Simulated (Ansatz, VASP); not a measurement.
**One calculation of CO2, two programs**

```xyz
12
Lattice="6.0577 0.0000 -0.4543 0.0000 6.0577 0.0000 -0.4543 0.0000 6.1183" Properties=species:S:1:pos:R:3 pbc="T T T"
C     0.0000    0.0000    0.0000
C     2.8017    0.0000    2.8320
C     3.0289    3.0289   -0.2272
C    -0.2272    3.0289    3.0592
O     0.6247    0.6753    0.6314
O     2.0757    5.3824    3.5647
O     3.3005    2.3535    5.1584
O     5.2059    3.7042    1.9734
O     4.9787    5.3824    5.0325
O     3.5277    0.6753    2.0993
O     2.3029    3.7042    0.5056
O     0.3975    2.3535    3.6906
```

Change from the starting cell: engineering shear strain xz -0.1500, normal strain along z +0.0100.

Alike in both runs: task single point; functional PBE; k mesh 4 × 4 × 4; occupations gaussian, width 0.05 eV; no spin polarisation.

|  | VASP | Ansatz |
| --- | --- | --- |
| version | VASP 6.6.1 | Ansatz 0.2.0 |
| potentials or method | VASP PAW PBE potentials, release 64 (C, O), cutoff 520 eV | scalar-relativistic, plane waves, PAW |
| valence electrons in the cell | 64 | 64 |

```csv
,VASP,Ansatz,Ansatz less VASP
gap on the k mesh at the Fermi level (eV),6.44,6.47,+0.021
least direct gap on the mesh (eV),6.44,6.47,+0.021
pressure (GPa),2.3,1.0,-1.28
"traceless stress, the component that is largest in VASP (GPa)",13.92,13.48,-0.440
rms of the force components (eV/Å),2.990,2.811,-0.1793
```

Atom by atom the forces differ by 0.347 eV/Å (rms over components).

Noted on VASP's run: the standard files for N, O and F lose accuracy on very short bonds.
